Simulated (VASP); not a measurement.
Input of a VASP 6.6.1 run:

POSCAR

```
Si2W
1.0
    3.2112931008      0.0000000000      0.0000000000
    0.0000000000      3.2112931008      0.0000000000
    0.0000000000      0.0000000000     25.3828727967
Si W
6 3
Direct
    0.0000000000      0.0000000000      0.2954748290
    0.0000000000      0.0000000000      0.3970494862
    0.5000000000      0.5000000000      0.4492126714
    0.5000000000      0.5000000000      0.5507873286
    0.0000000000      0.0000000000      0.6029505138
    0.0000000000      0.0000000000      0.7045251710
    0.5000000000      0.5000000000      0.3462621576
    0.0000000000      0.0000000000      0.5000000000
    0.5000000000      0.5000000000      0.6537378424
```

The input INCAR.step1:

```
ALGO = Normal
DIPOL = 0.5 0.5 0.500
EDIFF = 1E-4
ENCUT = 520
GGA = PE
IDIPOL = 3
ISMEAR = 0
LASPH = True
LCHARG = False
LDIPOL = True
LREAL = False
LWAVE = True
NBANDS = 43
NELM = 60
PREC = Accurate
SIGMA = 0.1
```

Contents of INCAR.step2:

```
ALGO = Normal
DIPOL = 0.5 0.5 0.500
EDIFF = 1E-6
ENCUT = 520
IDIPOL = 3
ISIF = 2
ISMEAR = 0
ISTART = 1
LASPH = True
LCHARG = False
LDIPOL = True
LMIXTAU = True
LREAL = False
LWAVE = False
METAGGA = R2SCAN
NBANDS = 43
NELM = 60
PREC = Accurate
SIGMA = 0.1
```

File KPOINTS:

```
k-points
0
Gamma
  11 11 1
```

Potentials or basis: VASP PAW PBE potentials, release 64 (Si, W_sv).

Run with:

```bash
$ cat potpaw_PBE.64/Si/POTCAR potpaw_PBE.64/W_sv/POTCAR > POTCAR
$ cp INCAR.step1 INCAR
$ mpirun -np 1 vasp_std > vasp.out
$ cp INCAR.step2 INCAR
$ mpirun -np 1 vasp_std > vasp.out
```

Question: Estimate the band gap on the k mesh.

Answer: Zero (band 33 reaches 3.81 eV, above the bottom of band 34 at 2.88 eV).

Question: Predict the largest force.

Answer: 0.446 eV/Å.

Forces on the atoms (eV/Å):
```
Si   0.000  0.000  0.405
Si   0.000  0.000 -0.310
Si   0.000  0.000 -0.446
Si   0.000  0.000  0.446
Si   0.000  0.000  0.310
Si   0.000  0.000 -0.405
W    0.000  0.000  0.218
W    0.000  0.000  0.000
W    0.000  0.000 -0.218
```

Caveat: the PAW data sets were made with another functional, which shifts forces and pressure a little; spin-orbit coupling is left out, which moves the levels of the heavy elements.
